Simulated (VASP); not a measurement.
# NbP (I4_1md) in VASP: further runs

The runs below take NbP through single point, with PBEsol.

All numbers are computed with VASP 6.6.1; they aren't measurements. Logs are shortened: lines on timing, memory, paths and dates and some standing lists are left out, and cuts for length are marked.

## (1) The cell of the first run

It takes space group I4_1md (No. 109, tetragonal). Conventional cell: a = 3.281 Å, b = 3.281 Å, c = 11.246 Å, α = 90.00°, β = 90.00°, γ = 90.00°. Within 3.3 Å of Nb (site symmetry 2mm) lie 6 P at 2.49 to 2.50 Å and 8 Nb at 3.26 to 3.28 Å. P (site symmetry 2mm) has 6 Nb at 2.49 to 2.50 Å and 8 P at 3.26 to 3.28 Å within 3.3 Å.

## (2) Single point, PBEsol (volume scaled by 0.94)

INCAR reads:

```
SYSTEM = NbP
  PREC = Accurate
  ENCUT = 520
  EDIFF = 1E-6
  ISMEAR = -1
  SIGMA = 0.05
  LREAL = .FALSE.
  LASPH = .TRUE.
  NELM = 80
  ALGO = Normal
  ISIF = 2
  LWAVE = .FALSE.
  LCHARG = .TRUE.
  GGA = PS
  LELF = .TRUE.
  LVHAR = .TRUE.
  NBANDS = 26
```

KPOINTS reads:

```
Automatic mesh
0
G
  11 11 11
  0 0 0
```

POSCAR reads:

```
NbP
1.0
   -1.6407315532      1.6407315532      5.6229302316
    1.6407315532     -1.6407315532      5.6229302316
    1.6407315532      1.6407315532     -5.6229302316
Nb P
2 2
Direct
    0.2498808000      0.7498808000      0.5000000000
    0.4998808000      0.4998808000      0.0000000000
    0.8327477700      0.3327477700      0.5000000000
    0.0827477700      0.0827477700      0.0000000000
```

Potentials or basis: VASP PAW PBE potentials, release 64 (Nb_sv, P).

Started as:

```sh
$ cat potpaw_PBE.64/Nb_sv/POTCAR potpaw_PBE.64/P/POTCAR > POTCAR
$ mpirun -np 1 vasp_std > vasp.out
```

OUTCAR:

```text
SYSTEM = NbP
   PREC = Accurate
   ENCUT = 520
   EDIFF = 1E-6
   ISMEAR = -1
   LREAL = .FALSE.
   LASPH = .TRUE.
   NELM = 80
   ISIF = 2
   GGA = PS

 ion  position               nearest neighbor table
   1  0.250  0.750  0.500-   4 2.49   4 2.49   3 2.50   3 2.50   3 2.50   3 2.50
   2  0.500  0.500  0.000-   3 2.49   3 2.49   4 2.50   4 2.50   4 2.50   4 2.50
   3  0.833  0.333  0.500-   2 2.49   2 2.49   1 2.50   1 2.50   1 2.50   1 2.50
   4  0.083  0.083  0.000-   1 2.49   1 2.49   2 2.50   2 2.50   2 2.50   2 2.50

  LATTYP: Found a body centered tetragonal cell.
 ALAT       =     3.2814631064
 C/A-ratio  =     3.4270872774

  Lattice vectors:

 A1 = (  -1.6407315532,   1.6407315532,   5.6229302316)
 A2 = (   1.6407315532,  -1.6407315532,   5.6229302316)
 A3 = (   1.6407315532,   1.6407315532,  -5.6229302316)

Analysis of symmetry for initial positions (statically):
=====================================================================
 Subroutine PRICEL returns:
 Original cell was already a primitive cell.

 Routine SETGRP: Setting up the symmetry group for a
 body centered tetragonal supercell.

 Subroutine GETGRP returns: Found  8 space group operations
 (whereof  4 operations were pure point group operations)
 out of a pool of 16 trial point group operations.

The static configuration has the point symmetry C_2v.
 The point group associated with its full space group is C_4v.

Analysis of symmetry for dynamics (positions and initial velocities):
=====================================================================
 Subroutine PRICEL returns:
 Original cell was already a primitive cell.

 Routine SETGRP: Setting up the symmetry group for a
 body centered tetragonal supercell.

 Subroutine GETGRP returns: Found  8 space group operations
 (whereof  4 operations were pure point group operations)
 out of a pool of 16 trial point group operations.

The dynamic configuration has the point symmetry C_2v.
 The point group associated with its full space group is C_4v.

 Subroutine INISYM returns: Found  8 space group operations
 (whereof  4 operations are pure point group operations),
 and found     1 'primitive' translations

----------------------------------------------------------------------------------------

                                     Primitive cell

  volume of cell :      60.5477

  direct lattice vectors                    reciprocal lattice vectors
    -1.640731553  1.640731553  5.622930232     0.000000000  0.304742113  0.088921608
     1.640731553 -1.640731553  5.622930232     0.304742113  0.000000000  0.088921608
     1.640731553  1.640731553 -5.622930232     0.304742113  0.304742113  0.000000000

  length of vectors
     6.082873042  6.082873042  6.082873042     0.317450481  0.317450481  0.430970429

  position of ions in fractional coordinates (direct lattice)
     0.249880800  0.749880800  0.500000000
     0.499880800  0.499880800  0.000000000
     0.832747770  0.332747770  0.500000000
     0.082747770  0.082747770  0.000000000

  ion indices of the primitive-cell ions
   primitive index   ion index
                 1           1
                 2           2
                 3           3
                 4           4

----------------------------------------------------------------------------------------

 KPOINTS: Automatic mesh

Automatic generation of k-mesh.
 Grid dimensions read from file:
 generate k-points for:   11   11   11

 Generating k-lattice:

  Cartesian coordinates                     Fractional coordinates (reciprocal lattice)
     0.000000000  0.027703828  0.008083783     0.090909091  0.000000000 -0.000000000
     0.027703828  0.000000000  0.008083783     0.000000000  0.090909091 -0.000000000
     0.027703828  0.027703828  0.000000000     0.000000000  0.000000000  0.090909091

  Length of vectors
     0.028859135  0.028859135  0.039179130

  Shift w.r.t. Gamma in fractional coordinates (k-lattice)
     0.000000000  0.000000000  0.000000000

 Subroutine IBZKPT returns following result:
 ===========================================

 Found    126 irreducible k-points:

 Following reciprocal coordinates:
            Coordinates               Weight
  0.000000  0.000000  0.000000      1.000000
  0.090909 -0.000000  0.000000      8.000000
  0.181818 -0.000000  0.000000      8.000000
  0.272727 -0.000000  0.000000      8.000000
  0.363636 -0.000000  0.000000      8.000000
  0.454545 -0.000000  0.000000      8.000000
[... 16 lines left out ...]
 -0.272727  0.181818  0.000000     16.000000
 -0.181818  0.181818  0.000000      4.000000
 [... further k-points ...]
   k-points           NKPTS =    126   k-points in BZ     NKDIM =    126   number of bands    NBANDS=     26
   number of dos      NEDOS =    301   number of ions     NIONS =      4
   total plane-waves  NPLWV = 110592
   dimension x,y,z NGX =    48 NGY =   48 NGZ =   48
   dimension x,y,z NGXF=    96 NGYF=   96 NGZF=   96
   ions per type =               2   2
   NGX,Y,Z   is equivalent  to a cutoff of  13.12, 13.12, 13.12 a.u.
   NGXF,Y,Z  is equivalent  to a cutoff of  26.24, 26.24, 26.24 a.u.
 SYSTEM =  NbP
   PREC   = accura    normal or accurate (medium, high low for compatibility)
   ISTART =      0    job   : 0-new  1-cont  2-samecut
   ICHARG =      2    charge: 1-file 2-atom 10-const
   ISPIN  =      1    spin polarized calculation?
   LNONCOLLINEAR =      F non collinear calculations
   LSORBIT =      F    spin-orbit coupling
   LASPH  =      T    aspherical Exc in radial PAW
   ENCUT  =  520.0 eV  38.22 Ry    6.18 a.u.  11.31 11.31 11.31*2*pi/ulx,y,z
   NELM   =     80;   NELMIN=  2; NELMDL= -5     # of ELM steps
   EDIFF  = 0.1E-05   stopping-criterion for ELM
   LREAL  =      F    real-space projection
   EDIFFG = 0.1E-04   stopping-criterion for IOM
   NSW    =      0    number of steps for IOM
   IBRION =     -1    ionic relax: 0-MD 1-quasi-New 2-CG
   NFREE  =      0    steps in history (QN), initial steepest desc. (CG)
   ISIF   =      2    stress and relaxation
   ISYM   =      2    0-nonsym 1-usesym 2-fastsym
   POTIM  = 0.5000    time-step for ionic-motion
   TEBEG  =    0.0;   TEEND  =   0.0 temperature during run
   PSTRESS=    0.0 pullay stress
   NELECT =      36.0000    total number of electrons
   NUPDOWN=      -1.0000    fix difference up-down
   EMIN   =  10.00;   EMAX   =-10.00  energy-range for DOS
   EFERMI =   0.00;   METHOD = LEGACY
   ISMEAR =    -1;   SIGMA  =   0.05  broadening in eV -4-tet -1-fermi 0-gaus
   EFERMI_NEDOS =   21; number of points for ismear=-14 and -15
   IALGO  =     38    algorithm
   IMIX   =      4    mixing-type and parameters
     AMIX     =   0.40;   BMIX     =  1.00
     AMIX_MAG =   1.60;   BMIX_MAG =  1.00
  volume/ion in A,a.u.               =      15.14       102.15
  Fermi-wavevector in a.u.,A,eV,Ry     =   1.376606  2.601409 25.783651  1.895045
  Thomas-Fermi vector in A             =   2.501836
   LORBIT       =      0    0 simple, 1 ext, 2 COOP (PROOUT), +10 PAW based schemes
   GGA     = PS    functional components
   LHFCALC =     F    Hartree Fock is set to
   AEXX    =    0.0000 exact exchange contribution
   IVDW    =     0    specifies the selected vdW correction
   LEPSILON=     F    determine dielectric tensor
   LRPA    =     F    only Hartree local field effects (RPA)
 non-spin polarized calculation
  energy-cutoff  :      520.00
  volume of cell :       60.55
 maximum number of plane-waves:      1648
 NGX is ok and might be reduce to    48
   NGX = 23   NGY = 23   NGZ = 23

 number of electron      36.0000000 magnetization

 Free energy of the ion-electron system (eV)
  ---------------------------------------------------
  ext. energy  EPLUGINS =         0.00000000
  ---------------------------------------------------
  free energy    TOTEN  =       -37.80499587 eV

  energy without entropy =      -37.79968214  energy(sigma->0) =      -37.80233901

 E-fermi :  11.2931     XC(G=0): -12.4016

 val. band max:       11.2552683692   @ k =  -0.0909   0.4545   0.0909
 cond. band min:      11.3097082089   @ k =  -0.0909   0.4545   0.0909
 fundamental gap:      0.0544398397
 Fermi energy:        11.2931282807

 k-point     1 :       0.0000    0.0000    0.0000
  band No.  band energies     occupation
      1     -43.3695      2.00000
      2     -43.3193      2.00000
      3     -19.7605      2.00000
      4     -19.4770      2.00000
      5     -19.4770      2.00000
      6     -19.3166      2.00000
[... 18 lines left out ...]
     25      15.6800      0.00000
     26      15.6800      0.00000

 k-point     2 :       0.0909   -0.0000    0.0000
  band No.  band energies     occupation
      1     -43.3668      2.00000
      2     -43.3183      2.00000
      3     -19.7507      2.00000
      4     -19.5058      2.00000
      5     -19.4748      2.00000
      6     -19.3453      2.00000
[... 18 lines left out ...]
     25      15.6847      0.00000
     26      16.1177      0.00000

 k-point     3 :       0.1818   -0.0000    0.0000
  band No.  band energies     occupation
      1     -43.3596      2.00000
      2     -43.3155      2.00000
      3     -19.7269      2.00000
      4     -19.5785      2.00000
      5     -19.4687      2.00000
      6     -19.4151      2.00000
[... 18 lines left out ...]
     25      16.1755      0.00000
     26      17.0335      0.00000

 k-point     4 :       0.2727   -0.0000    0.0000
  band No.  band energies     occupation
      1     -43.3498      2.00000
      2     -43.3123      2.00000
      3     -19.7286      2.00000
      4     -19.6396      2.00000
      5     -19.4974      2.00000
      6     -19.4607      2.00000
[... 18 lines left out ...]
     25      16.4834      0.00000
     26      17.8496      0.00000
[... 496 lines left out ...]
      1     -43.3332      2.00000
      2     -43.3035      2.00000
      3     -19.7798      2.00000
      4     -19.6311      2.00000
      5     -19.5594      2.00000
      6     -19.5312      2.00000
[... 18 lines left out ...]
     25      16.3278      0.00000
     26      18.0540      0.00000

 k-point    23 :      -0.2727    0.1818    0.0000
  band No.  band energies     occupation
      1     -43.3426      2.00000
      2     -43.3060      2.00000
      3     -19.7130      2.00000
      4     -19.6337      2.00000
      5     -19.5509      2.00000
      6     -19.4896      2.00000
[... 18 lines left out ...]
     25      16.4318      0.00000
     26      17.6054      0.00000

 k-point    24 :      -0.1818    0.1818    0.0000
  band No.  band energies     occupation
      1     -43.3517      2.00000
      2     -43.3099      2.00000
      3     -19.7099      2.00000
      4     -19.5815      2.00000
      5     -19.5514      2.00000
      6     -19.4146      2.00000
[... 18 lines left out ...]
     25      15.8756      0.00000
     26      17.1516      0.00000

 [... further k-points ...]

------------------------ aborting loop because EDIFF is reached ----------------------------------------

  FORCE on cell =-STRESS in cart. coord.  units (eV):
  Direction    XX          YY          ZZ          XY          YZ          ZX
  --------------------------------------------------------------------------------------
  -------------------------------------------------------------------------------------
  Total        2.5230394      2.5230394      1.6761505      0.0000000      0.0000000      0.0000000
  in kB       66.7631571     66.7631571     44.3532901      0.0000000      0.0000000      0.0000000
  external PRESSURE =      59.2932014 kB  Pullay stress =       0.0000000 kB

 VOLUME and BASIS-vectors are now :
 -----------------------------------------------------------------------------
  energy-cutoff  :      520.00
  volume of cell :       60.55
      direct lattice vectors                 reciprocal lattice vectors
    -1.640731553  1.640731553  5.622930232     0.000000000  0.304742113  0.088921608
     1.640731553 -1.640731553  5.622930232     0.304742113  0.000000000  0.088921608
     1.640731553  1.640731553 -5.622930232     0.304742113  0.304742113  0.000000000

 POSITION                                       TOTAL-FORCE (eV/Angst)
 -----------------------------------------------------------------------------------
      1.64073      0.00000      2.81012        -0.000000      0.000000      0.040846
      0.00000      0.00000      5.62159         0.000000     -0.000000      0.040846
      0.00000      1.64073      3.74203        -0.000000      0.000000     -0.040846
      0.00000      0.00000      0.93057         0.000000     -0.000000     -0.040846
 -----------------------------------------------------------------------------------
    total drift:                                0.000000      0.000000     -0.000021

  FREE ENERGIE OF THE ION-ELECTRON SYSTEM (eV)
  ---------------------------------------------------
  free  energy   TOTEN  =       -37.8049958728 eV

  energy  without entropy=      -37.7996821447  energy(sigma->0) =      -37.80233901
```

It took 6.6 min on 1 thread of Intel Xeon Platinum 8488C (Sapphire Rapids), shared host; peak memory 0.42 GiB.

Results:

| Property | Result |
| --- | --- |
| Free energy | -37.8050 eV |
| Pressure | 5.9 GPa |
| Largest force | 0.041 eV/Å |
| Band gap on the k mesh | zero (band 18 reaches 11.32 eV, above the bottom of band 19 at 11.31 eV) |

Forces on the atoms (eV/Å):
```
Nb   0.000  0.000  0.041
Nb   0.000  0.000  0.041
P    0.000  0.000 -0.041
P    0.000  0.000 -0.041
```

Stress tensor (GPa, compression positive):
```
6.68 0.00 0.00
0.00 6.68 0.00
0.00 0.00 4.44
```

Caveat: the PAW data sets were made with another functional, which shifts forces and pressure a little.

## (3) Single point, PBEsol (volume scaled by 0.98)

INCAR reads:

```
  PREC = Accurate
  ENCUT = 520
  EDIFF = 1E-7
  ISMEAR = -1
  SIGMA = 0.05
  LREAL = False
  LASPH = True
  NELM = 100
  ALGO = Normal
  ISIF = 2
  LWAVE = False
  LCHARG = False
  GGA = PS
  NBANDS = 26
```

KPOINTS reads:

```
Automatic mesh
0
Gamma
  11 11 11
```

POSCAR reads:

```
NbP
1.0
   -1.6636818200      1.6636818200      5.7015827992
    1.6636818200     -1.6636818200      5.7015827992
    1.6636818200      1.6636818200     -5.7015827992
Nb P
2 2
Direct
    0.2498808000      0.7498808000      0.5000000000
    0.4998808000      0.4998808000      0.0000000000
    0.8327477700      0.3327477700      0.5000000000
    0.0827477700      0.0827477700      0.0000000000
```

Potentials or basis: VASP PAW PBE potentials, release 64 (Nb_sv, P).

Started as:

```sh
$ cat potpaw_PBE.64/Nb_sv/POTCAR potpaw_PBE.64/P/POTCAR > POTCAR
$ mpirun -np 1 vasp_std > vasp.out
```

OUTCAR:

```text
PREC = Accurate
   ENCUT = 520
   EDIFF = 1E-7
   ISMEAR = -1
   LREAL = False
   LASPH = True
   NELM = 100
   ISIF = 2
   GGA = PS

 ion  position               nearest neighbor table
   1  0.250  0.750  0.500-   4 2.53   4 2.53   3 2.54   3 2.54   3 2.54   3 2.54
   2  0.500  0.500  0.000-   3 2.53   3 2.53   4 2.54   4 2.54   4 2.54   4 2.54
   3  0.833  0.333  0.500-   2 2.53   2 2.53   1 2.54   1 2.54   1 2.54   1 2.54
   4  0.083  0.083  0.000-   1 2.53   1 2.53   2 2.54   2 2.54   2 2.54   2 2.54

  LATTYP: Found a body centered tetragonal cell.
[... 898 lines left out ...]
  --------------------------------------------------------------------------------------
  -------------------------------------------------------------------------------------
  Total       -1.0188651     -1.0188651     -1.3431140      0.0000000      0.0000000      0.0000000
  in kB      -25.8601656    -25.8601656    -34.0900375      0.0000000      0.0000000      0.0000000
  external PRESSURE =     -28.6034562 kB  Pullay stress =       0.0000000 kB

 VOLUME and BASIS-vectors are now :
 -----------------------------------------------------------------------------
  energy-cutoff  :      520.00
  volume of cell :       63.12
      direct lattice vectors                 reciprocal lattice vectors
    -1.663681820  1.663681820  5.701582799     0.000000000  0.300538236  0.087694947
     1.663681820 -1.663681820  5.701582799     0.300538236  0.000000000  0.087694947
     1.663681820  1.663681820 -5.701582799     0.300538236  0.300538236  0.000000000

 POSITION                                       TOTAL-FORCE (eV/Angst)
 -----------------------------------------------------------------------------------
      1.66368      0.00000      2.84943        -0.000000      0.000000      0.024061
      0.00000      0.00000      5.70022         0.000000     -0.000000      0.024061
     -0.00000      1.66368      3.79438         0.000000     -0.000000     -0.024061
      0.00000      0.00000      0.94359        -0.000000      0.000000     -0.024061
 -----------------------------------------------------------------------------------
    total drift:                                0.000000      0.000000      0.000098

  FREE ENERGIE OF THE ION-ELECTRON SYSTEM (eV)
  ---------------------------------------------------
  free  energy   TOTEN  =       -37.8285914673 eV

  energy  without entropy=      -37.8231117019  energy(sigma->0) =      -37.82585158
```

Run time: 8.1 min. Hardware: 1 thread of Intel Xeon Platinum 8488C (Sapphire Rapids), shared host; peak memory 0.43 GiB.

Results:

* Free energy: -37.8286 eV
* Pressure: -2.9 GPa
* Largest force: 0.024 eV/Å
* Band gap on the k mesh: zero (filled and empty bands touch)

Forces in eV/Å, atoms in the order of the input:
```
Nb   0.000  0.000  0.024
Nb   0.000  0.000  0.024
P    0.000  0.000 -0.024
P    0.000  0.000 -0.024
```

Levels at points of the mesh, in eV from the Fermi level:
| k point | band 15 | band 16 | band 17 | band 18 | band 19 | band 20 | band 21 | band 22 |
| --- | --- | --- | --- | --- | --- | --- | --- | --- |
| (0.00, 0.00, 0.00) | -2.21 | -1.77 | -1.35 | -1.35 | 0.86 | 1.65 | 2.71 | 3.24 |

Caveat: the PAW data sets were made with another functional, which shifts forces and pressure a little.
